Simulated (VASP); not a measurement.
Input of a VASP 6.6.1 run:

The input POSCAR:

```
Ca
1.0
    0.0000000000      2.7835023068      2.7835023068
    2.7835023068      0.0000000000      2.7835023068
    2.7835023068      2.7835023068      0.0000000000
Ca
1
Direct
    0.0000000000      0.0000000000      0.0000000000
```

Contents of INCAR.step1:

```
SYSTEM = Ca
PREC = Accurate
ENCUT = 520
ISMEAR = -1
SIGMA = 0.1
LREAL = .False.
LASPH = .True.
NELM = 60
NBANDS = 11
GGA = PE
ALGO = Normal
EDIFF = 1E-4
LWAVE = .True.
LCHARG = .False.
```

File INCAR.step2:

```
SYSTEM = Ca
PREC = Accurate
ENCUT = 520
EDIFF = 1E-6
ISMEAR = -1
SIGMA = 0.1
LREAL = .False.
LASPH = .True.
NELM = 60
ALGO = Normal
ISIF = 2
LWAVE = .False.
LCHARG = .False.
METAGGA = R2SCAN
LMIXTAU = .True.
NBANDS = 11
ISTART = 1
```

Contents of KPOINTS:

```
regular mesh
0
Gamma
  10 10 10
  0 0 0
```

Potentials or basis: VASP PAW PBE potentials, release 64 (Ca_sv).

Launch:

```bash
$ cat potpaw_PBE.64/Ca_sv/POTCAR > POTCAR
$ cp INCAR.step1 INCAR
$ mpirun -np 1 vasp_std > vasp.out
$ cp INCAR.step2 INCAR
$ mpirun -np 1 vasp_std > vasp.out
```

(1) What does it give for the pressure?

(2) Estimate the band gap on the k mesh.

Answers

(1) 0.0 GPa.

(2) zero (bands 5 and 6 overlap by 0.48 eV).

Caveat: the PAW data sets were made with another functional, which shifts forces and pressure a little.
